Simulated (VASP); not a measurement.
# SnTe (Fm-3m) in VASP: a series of runs

SnTe is run at these levels: LDA; tasks: single point.

Everything below comes from runs of VASP 6.6.1. Logs are shortened: lines on timing, memory, paths and dates and some standing lists are left out, and cuts for length are marked.

### Step 1. The cell of the first run

Symmetry: Fm-3m, No. 225, cubic system. Conventional cell: a = 6.184 Å, b = 6.184 Å, c = 6.184 Å, α = 90.00°, β = 90.00°, γ = 90.00°. Sn (site symmetry m-3m) has 6 Te at 3.09 Å within 4.1 Å. Te (site symmetry m-3m) has 6 Sn at 3.09 Å within 4.1 Å.

### Step 2. Single point, LDA (volume scaled by 0.94)

Contents of INCAR:

```
SYSTEM = SnTe
ALGO     = Normal         ! electronic algorithm
EDIFF    = 1E-6           ! SCF threshold, eV
ENCUT    = 520            ! plane-wave cutoff, eV
ISIF     = 2              ! what is computed and relaxed
ISMEAR   = -1             ! smearing method
LASPH    = .True.         ! aspherical terms in the spheres
LCHARG   = .True.         ! write CHGCAR
LELF     = .True.         ! ELF
LREAL    = .False.        ! projectors in reciprocal space
LVHAR    = .True.       
LWAVE    = .False.        ! write WAVECAR
NBANDS   = 17             ! bands
NELM     = 60             ! most SCF steps
PREC     = Accurate       ! precision mode
SIGMA    = 0.08           ! smearing width, eV
```

Contents of KPOINTS:

```
k-points
0
Gamma
  11 11 11
  0 0 0
```

Contents of POSCAR:

```
SnTe
1.0
    0.0000000000      3.0920635522      3.0920635522
    3.0920635522      0.0000000000      3.0920635522
    3.0920635522      3.0920635522      0.0000000000
Sn Te
1 1
Direct
    0.0000000000      0.0000000000      0.0000000000
    0.5000000000      0.5000000000      0.5000000000
```

Potentials or basis: VASP PAW LDA potentials, release 64 (Sn_d, Te).

Command:

```bash
> cat potpaw_LDA.64/Sn_d/POTCAR potpaw_LDA.64/Te/POTCAR > POTCAR
> mpirun -np 1 vasp_std > vasp.out
```

OUTCAR:

```text
SYSTEM = SnTe
   EDIFF = 1E-6
   ENCUT = 520
   ISIF = 2
   ISMEAR = -1
   LASPH = .True.
   LREAL = .False.
   NELM = 60
   PREC = Accurate

 ion  position               nearest neighbor table
   1  0.000  0.000  0.000-   2 3.09   2 3.09   2 3.09   2 3.09   2 3.09   2 3.09
   2  0.500  0.500  0.500-   1 3.09   1 3.09   1 3.09   1 3.09   1 3.09   1 3.09

  LATTYP: Found a face centered cubic cell.
 ALAT       =     6.1841271044

  Lattice vectors:

 A1 = (   0.0000000000,   3.0920635522,   3.0920635522)
 A2 = (   3.0920635522,   0.0000000000,   3.0920635522)
 A3 = (   3.0920635522,   3.0920635522,   0.0000000000)

Analysis of symmetry for initial positions (statically):
=====================================================================
 Subroutine PRICEL returns:
 Original cell was already a primitive cell.

 Routine SETGRP: Setting up the symmetry group for a
 face centered cubic supercell.

 Subroutine GETGRP returns: Found 48 space group operations
 (whereof 48 operations were pure point group operations)
 out of a pool of 48 trial point group operations.

The static configuration has the point symmetry O_h .

Analysis of symmetry for dynamics (positions and initial velocities):
=====================================================================
 Subroutine PRICEL returns:
 Original cell was already a primitive cell.

 Routine SETGRP: Setting up the symmetry group for a
 face centered cubic supercell.

 Subroutine GETGRP returns: Found 48 space group operations
 (whereof 48 operations were pure point group operations)
 out of a pool of 48 trial point group operations.

The dynamic configuration has the point symmetry O_h .

 Subroutine INISYM returns: Found 48 space group operations
 (whereof 48 operations are pure point group operations),
 and found     1 'primitive' translations

----------------------------------------------------------------------------------------

                                     Primitive cell

  volume of cell :      59.1256

  direct lattice vectors                    reciprocal lattice vectors
     0.000000000  3.092063552  3.092063552    -0.161704309  0.161704309  0.161704309
     3.092063552  0.000000000  3.092063552     0.161704309 -0.161704309  0.161704309
     3.092063552  3.092063552  0.000000000     0.161704309  0.161704309 -0.161704309

  length of vectors
     4.372838211  4.372838211  4.372838211     0.280080079  0.280080079  0.280080079

  position of ions in fractional coordinates (direct lattice)
     0.000000000  0.000000000  0.000000000
     0.500000000  0.500000000  0.500000000

  ion indices of the primitive-cell ions
   primitive index   ion index
                 1           1
                 2           2

----------------------------------------------------------------------------------------

 KPOINTS: k-points

Automatic generation of k-mesh.
 Grid dimensions read from file:
 generate k-points for:   11   11   11

 Generating k-lattice:

  Cartesian coordinates                     Fractional coordinates (reciprocal lattice)
    -0.014700392  0.014700392  0.014700392     0.090909091  0.000000000  0.000000000
     0.014700392 -0.014700392  0.014700392     0.000000000  0.090909091  0.000000000
     0.014700392  0.014700392 -0.014700392     0.000000000  0.000000000  0.090909091

  Length of vectors
     0.025461825  0.025461825  0.025461825

  Shift w.r.t. Gamma in fractional coordinates (k-lattice)
     0.000000000  0.000000000  0.000000000

 Subroutine IBZKPT returns following result:
 ===========================================

 Found     56 irreducible k-points:

 Following reciprocal coordinates:
            Coordinates               Weight
  0.000000  0.000000  0.000000      1.000000
  0.090909  0.000000  0.000000      8.000000
  0.181818  0.000000  0.000000      8.000000
  0.272727  0.000000  0.000000      8.000000
  0.363636  0.000000  0.000000      8.000000
  0.454545  0.000000  0.000000      8.000000
[... 16 lines left out ...]
 -0.272727  0.181818  0.000000     24.000000
 -0.181818  0.181818  0.000000     12.000000
 [... further k-points ...]
   k-points           NKPTS =     56   k-points in BZ     NKDIM =     56   number of bands    NBANDS=     17
   number of dos      NEDOS =    301   number of ions     NIONS =      2
   total plane-waves  NPLWV =  46656
   dimension x,y,z NGX =    36 NGY =   36 NGZ =   36
   dimension x,y,z NGXF=    72 NGYF=   72 NGZF=   72
   ions per type =               1   1
   NGX,Y,Z   is equivalent  to a cutoff of  13.69, 13.69, 13.69 a.u.
   NGXF,Y,Z  is equivalent  to a cutoff of  27.37, 27.37, 27.37 a.u.
 SYSTEM =  SnTe
   PREC   = accura    normal or accurate (medium, high low for compatibility)
   ISTART =      0    job   : 0-new  1-cont  2-samecut
   ICHARG =      2    charge: 1-file 2-atom 10-const
   ISPIN  =      1    spin polarized calculation?
   LNONCOLLINEAR =      F non collinear calculations
   LSORBIT =      F    spin-orbit coupling
   LASPH  =      T    aspherical Exc in radial PAW
   ENCUT  =  520.0 eV  38.22 Ry    6.18 a.u.   8.13  8.13  8.13*2*pi/ulx,y,z
   NELM   =     60;   NELMIN=  2; NELMDL= -5     # of ELM steps
   EDIFF  = 0.1E-05   stopping-criterion for ELM
   LREAL  =      F    real-space projection
   EDIFFG = 0.1E-04   stopping-criterion for IOM
   NSW    =      0    number of steps for IOM
   IBRION =     -1    ionic relax: 0-MD 1-quasi-New 2-CG
   NFREE  =      0    steps in history (QN), initial steepest desc. (CG)
   ISIF   =      2    stress and relaxation
   ISYM   =      2    0-nonsym 1-usesym 2-fastsym
   POTIM  = 0.5000    time-step for ionic-motion
   TEBEG  =    0.0;   TEEND  =   0.0 temperature during run
   PSTRESS=    0.0 pullay stress
   NELECT =      20.0000    total number of electrons
   NUPDOWN=      -1.0000    fix difference up-down
   EMIN   =  10.00;   EMAX   =-10.00  energy-range for DOS
   EFERMI =   0.00;   METHOD = LEGACY
   ISMEAR =    -1;   SIGMA  =   0.08  broadening in eV -4-tet -1-fermi 0-gaus
   EFERMI_NEDOS =   21; number of points for ismear=-14 and -15
   IALGO  =     38    algorithm
   IMIX   =      4    mixing-type and parameters
     AMIX     =   0.40;   BMIX     =  1.00
     AMIX_MAG =   1.60;   BMIX_MAG =  1.00
  volume/ion in A,a.u.               =      29.56       199.50
[... 25 lines left out ...]

 E-fermi :   7.4708     XC(G=0):  -9.9879

 val. band max:        7.2950647923   @ k =   0.4545   0.0000   0.0000
 cond. band min:       7.7452729378   @ k =  -0.3636   0.0909   0.0000
 fundamental gap:      0.4502081455
 Fermi energy:         7.4708027611

 k-point     1 :       0.0000    0.0000    0.0000
  band No.  band energies     occupation
      1     -14.3531      2.00000
      2     -14.3531      2.00000
      3     -14.3405      2.00000
      4     -14.3405      2.00000
      5     -14.3405      2.00000
      6      -5.7814      2.00000
[... 9 lines left out ...]
     16      12.1465      0.00000
     17      14.0814      0.00000

 k-point     2 :       0.0909    0.0000    0.0000
  band No.  band energies     occupation
      1     -14.3535      2.00000
      2     -14.3535      2.00000
      3     -14.3403      2.00000
      4     -14.3399      2.00000
      5     -14.3399      2.00000
      6      -5.7053      2.00000
[... 9 lines left out ...]
     16      12.3291      0.00000
     17      14.7501      0.00000

 k-point     3 :       0.1818    0.0000    0.0000
  band No.  band energies     occupation
      1     -14.3549      2.00000
      2     -14.3549      2.00000
      3     -14.3399      2.00000
      4     -14.3381      2.00000
      5     -14.3381      2.00000
      6      -5.4829      2.00000
[... 9 lines left out ...]
     16      12.8334      0.00000
     17      16.2783      0.00000

 k-point     4 :       0.2727    0.0000    0.0000
  band No.  band energies     occupation
      1     -14.3569      2.00000
      2     -14.3569      2.00000
      3     -14.3394      2.00000
      4     -14.3357      2.00000
      5     -14.3357      2.00000
      6      -5.1367      2.00000
[... 9 lines left out ...]
     16      13.6282      0.00000
     17      17.8925      0.00000

 k-point     5 :       0.3636    0.0000    0.0000
  band No.  band energies     occupation
      1     -14.3588      2.00000
      2     -14.3588      2.00000
      3     -14.3390      2.00000
      4     -14.3333      2.00000
      5     -14.3333      2.00000
      6      -4.7262      2.00000
[... 9 lines left out ...]
     16      14.6807      0.00000
     17      18.1645      0.00000

 k-point     6 :       0.4545    0.0000    0.0000
  band No.  band energies     occupation
      1     -14.3600      2.00000
      2     -14.3600      2.00000
      3     -14.3387      2.00000
      4     -14.3318      2.00000
      5     -14.3318      2.00000
      6      -4.4012      2.00000
[... 9 lines left out ...]
     16      15.9223      0.00000
     17      16.8131      0.00000

 k-point     7 :       0.0909    0.0909    0.0000
  band No.  band energies     occupation
      1     -14.3548      2.00000
      2     -14.3526      2.00000
      3     -14.3409      2.00000
      4     -14.3394      2.00000
      5     -14.3394      2.00000
      6      -5.6800      2.00000
[... 9 lines left out ...]
     16      12.6548      0.00000
     17      14.5059      0.00000

 k-point     8 :       0.1818    0.0909    0.0000
  band No.  band energies     occupation
      1     -14.3567      2.00000
      2     -14.3528      2.00000
      3     -14.3409      2.00000
      4     -14.3380      2.00000
      5     -14.3378      2.00000
      6      -5.5065      2.00000
[... 9 lines left out ...]
     16      13.2254      0.00000
     17      15.1844      0.00000
[... 203 lines left out ...]
      1     -14.3644      2.00000
      2     -14.3528      2.00000
      3     -14.3412      2.00000
      4     -14.3333      2.00000
      5     -14.3320      2.00000
      6      -4.7769      2.00000
[... 9 lines left out ...]
     16      15.6528      0.00000
     17      17.0408      0.00000

 k-point    20 :       0.4545    0.1818    0.0000
  band No.  band energies     occupation
      1     -14.3651      2.00000
      2     -14.3549      2.00000
      3     -14.3395      2.00000
      4     -14.3326      2.00000
      5     -14.3305      2.00000
      6      -4.4089      2.00000
[... 9 lines left out ...]
     16      16.7394      0.00000
     17      16.8103      0.00000

 k-point    21 :      -0.4545    0.1818    0.0000
  band No.  band energies     occupation
      1     -14.3643      2.00000
      2     -14.3570      2.00000
      3     -14.3377      2.00000
      4     -14.3328      2.00000
      5     -14.3305      2.00000
      6      -4.1983      2.00000
[... 9 lines left out ...]
     16      15.8195      0.00000
     17      17.7148      0.00000

 k-point    22 :      -0.3636    0.1818    0.0000
  band No.  band energies     occupation
      1     -14.3621      2.00000
      2     -14.3584      2.00000
      3     -14.3369      2.00000
      4     -14.3332      2.00000
      5     -14.3318      2.00000
      6      -4.3106      2.00000
[... 9 lines left out ...]
     16      14.8822      0.00000
     17      17.8925      0.00000

 k-point    23 :      -0.2727    0.1818    0.0000
  band No.  band energies     occupation
      1     -14.3591      2.00000
      2     -14.3588      2.00000
      3     -14.3377      2.00000
      4     -14.3340      2.00000
      5     -14.3335      2.00000
      6      -4.6514      2.00000
[... 9 lines left out ...]
     16      16.1927      0.00000
     17      16.8344      0.00000

 k-point    24 :      -0.1818    0.1818    0.0000
  band No.  band energies     occupation
      1     -14.3583      2.00000
      2     -14.3564      2.00000
      3     -14.3390      2.00000
      4     -14.3361      2.00000
      5     -14.3344      2.00000
      6      -5.0233      2.00000
[... 9 lines left out ...]
     16      15.4236      0.00000
     17      15.6008      0.00000

 [... further k-points ...]

------------------------ aborting loop because EDIFF is reached ----------------------------------------

  FORCE on cell =-STRESS in cart. coord.  units (eV):
  Direction    XX          YY          ZZ          XY          YZ          ZX
  --------------------------------------------------------------------------------------
  -------------------------------------------------------------------------------------
  Total        0.5069132      0.5069132      0.5069132      0.0000000      0.0000000      0.0000000
  in kB       13.7362741     13.7362741     13.7362741      0.0000000      0.0000000      0.0000000
  external PRESSURE =      13.7362741 kB  Pullay stress =       0.0000000 kB

 VOLUME and BASIS-vectors are now :
 -----------------------------------------------------------------------------
  energy-cutoff  :      520.00
  volume of cell :       59.13
      direct lattice vectors                 reciprocal lattice vectors
     0.000000000  3.092063552  3.092063552    -0.161704309  0.161704309  0.161704309
     3.092063552  0.000000000  3.092063552     0.161704309 -0.161704309  0.161704309
     3.092063552  3.092063552  0.000000000     0.161704309  0.161704309 -0.161704309

 POSITION                                       TOTAL-FORCE (eV/Angst)
 -----------------------------------------------------------------------------------
      0.00000      0.00000      0.00000         0.000000     -0.000000     -0.000000
      3.09206      3.09206      3.09206        -0.000000      0.000000      0.000000
 -----------------------------------------------------------------------------------
    total drift:                               -0.000000      0.000000      0.000000

  FREE ENERGIE OF THE ION-ELECTRON SYSTEM (eV)
  ---------------------------------------------------
  free  energy   TOTEN  =        -8.8264148919 eV

  energy  without entropy=       -8.8237996613  energy(sigma->0) =       -8.82510728
```

Run time: 42 s. Hardware: 1 thread of Intel Xeon Platinum 8259CL at 2.50GHz (Skylake/Cascade Lake), shared host; peak memory 0.2 GiB.

What came out:

| Property | Result |
| --- | --- |
| Free energy | -8.8264 eV |
| Pressure | 1.4 GPa |

Caveat: this odd mesh misses L, where the gap lies, so gap, dielectric constants and Born charges aren't listed; spin-orbit coupling is left out, which moves the levels of the heavy elements.

### Step 3. Single point, LDA (volume scaled by 0.98)

Contents of INCAR:

```
  PREC = Accurate
  ENCUT = 520
  EDIFF = 1E-6
  ISMEAR = -1
  SIGMA = 0.08
  LREAL = F
  LASPH = T
  NELM = 80
  ALGO = Normal
  ISIF = 2
  LWAVE = F
  LCHARG = T
  GGA = CA
  LELF = T
  LVHAR = T
  NBANDS = 17
```

Contents of KPOINTS:

```
Automatic mesh
0
Gamma
  11 11 11
```

Contents of POSCAR:

```
SnTe
1.0
    0.0000000000      3.1353147979      3.1353147979
    3.1353147979      0.0000000000      3.1353147979
    3.1353147979      3.1353147979      0.0000000000
Sn Te
1 1
Direct
    0.0000000000      0.0000000000      0.0000000000
    0.5000000000      0.5000000000      0.5000000000
```

Potentials or basis: VASP PAW LDA potentials, release 64 (Sn_d, Te).

Command:

```bash
> cat potpaw_LDA.64/Sn_d/POTCAR potpaw_LDA.64/Te/POTCAR > POTCAR
> mpirun -np 1 vasp_std > vasp.out
```

Run time: 43 s. Hardware: 1 thread of Intel Xeon Platinum 8259CL at 2.50GHz (Skylake/Cascade Lake), shared host; peak memory 0.2 GiB.

The run converged. Its results:

| Item | Value |
| --- | --- |
| Free energy | -8.8312 eV |
| Pressure | -0.8 GPa |

Levels at points of the mesh, in eV from the Fermi level:
```csv
k point,band 6,band 7,band 8,band 9,band 10,band 11,band 12,band 13,band 14,band 15
"(0.00, 0.00, 0.00)",-12.91,-4.72,-2.15,-2.15,-2.15,3.33,3.33,3.33,4.76,4.76
```

Caveat: this odd mesh misses L, where the gap lies, so gap, dielectric constants and Born charges aren't listed; spin-orbit coupling is left out, which moves the levels of the heavy elements.

### Step 4. Single point, LDA (volume scaled by 1.01)

Contents of INCAR:

```
SYSTEM = SnTe
PREC     = Accurate       ! precision mode
ENCUT    = 520            ! plane-wave cutoff, eV
EDIFF    = 1E-6           ! SCF threshold, eV
ISMEAR   = -1             ! smearing method
SIGMA    = 0.08           ! smearing width, eV
LREAL    = .False.        ! projectors in reciprocal space
LASPH    = .True.         ! aspherical terms in the spheres
NELM     = 60             ! most SCF steps
ALGO     = Normal         ! electronic algorithm
ISIF     = 2              ! what is computed and relaxed
LWAVE    = .False.        ! write WAVECAR
LCHARG   = .False.        ! write CHGCAR
GGA      = CA             ! functional
NBANDS   = 17             ! bands
```

Contents of KPOINTS:

```
regular mesh
0
Gamma
  11 11 11
  0 0 0
```

Contents of POSCAR:

```
SnTe
1.0
    0.0000000000      3.1669867880      3.1669867880
    3.1669867880      0.0000000000      3.1669867880
    3.1669867880      3.1669867880      0.0000000000
Sn Te
1 1
Direct
    0.0000000000      0.0000000000      0.0000000000
    0.5000000000      0.5000000000      0.5000000000
```

Command:

```bash
> cat potpaw_LDA.64/Sn_d/POTCAR potpaw_LDA.64/Te/POTCAR > POTCAR
> mpirun -np 1 vasp_std > vasp.out
```

Run time: 40 s. Hardware: 1 thread of Intel Xeon Platinum 8259CL at 2.50GHz (Skylake/Cascade Lake), shared host; peak memory 0.21 GiB.

The run converged. Its results:

* Free energy: -8.8146 eV
* Pressure: -2.1 GPa

Levels at points of the mesh, in eV from the Fermi level:
| k point | band 7 | band 8 | band 9 | band 10 | band 11 | band 12 | band 13 | band 14 |
| --- | --- | --- | --- | --- | --- | --- | --- | --- |
| (0.00, 0.00, 0.00) | -4.83 | -2.05 | -2.05 | -2.05 | 3.28 | 3.28 | 3.28 | 4.83 |

Caveat: this odd mesh misses L, where the gap lies, so gap, dielectric constants and Born charges aren't listed; spin-orbit coupling is left out, which moves the levels of the heavy elements.

### Step 5. Single point, LDA (volume scaled by 1.04)

Contents of INCAR:

```
SYSTEM = SnTe
PREC = Accurate
ENCUT = 520
EDIFF = 1E-6
ISMEAR = -1
SIGMA = 0.08
LREAL = .False.
LASPH = .True.
NELM = 60
ALGO = Normal
ISIF = 2
LWAVE = .False.
LCHARG = .False.
NBANDS = 17
```

KPOINTS is that of step 4.

Contents of POSCAR:

```
SnTe
1.0
    0.0000000000      3.1980376582      3.1980376582
    3.1980376582      0.0000000000      3.1980376582
    3.1980376582      3.1980376582      0.0000000000
Sn Te
1 1
Direct
    0.0000000000      0.0000000000      0.0000000000
    0.5000000000      0.5000000000      0.5000000000
```

Command:

```bash
> cat potpaw_LDA.64/Sn_d/POTCAR potpaw_LDA.64/Te/POTCAR > POTCAR
> mpirun -np 1 vasp_std > vasp.out
```

It took 41 s on 1 thread of Intel Xeon Platinum 8259CL at 2.50GHz (Skylake/Cascade Lake), shared host; peak memory 0.21 GiB.

The run converged. Its results:

```
Free energy : -8.7836 eV
Pressure    : -3.2 GPa
```

Levels at points of the mesh, in eV from the Fermi level:
```tsv
k point	band 8	band 9	band 10	band 11	band 12	band 13
(0.00, 0.00, 0.00)	-1.96	-1.96	-1.96	3.23	3.23	3.23
```

Caveat: this odd mesh misses L, where the gap lies, so gap, dielectric constants and Born charges aren't listed; spin-orbit coupling is left out, which moves the levels of the heavy elements.

### Step 6. Summary

| cell | pressure (GPa) |
| --- | --- |
| a = 4.373 Å, angles 60.0°, 2 atoms | 1.4 |
| a = 4.434 Å, angles 60.0°, 2 atoms | -0.8 |
| a = 4.479 Å, angles 60.0°, 2 atoms | -2.1 |
| a = 4.523 Å, angles 60.0°, 2 atoms | -3.2 |

Alike in all rows: task single point; level LDA; potentials or basis VASP PAW LDA potentials, release 64 (Sn_d, Te); no spin polarisation; k mesh 11 × 11 × 11; cutoff (eV) 520; smearing fermi-dirac 0.08 eV.

Caveats: spin-orbit coupling is left out, which moves the levels of the heavy elements.

Absolute energies hang on the potentials; compare differences alone.
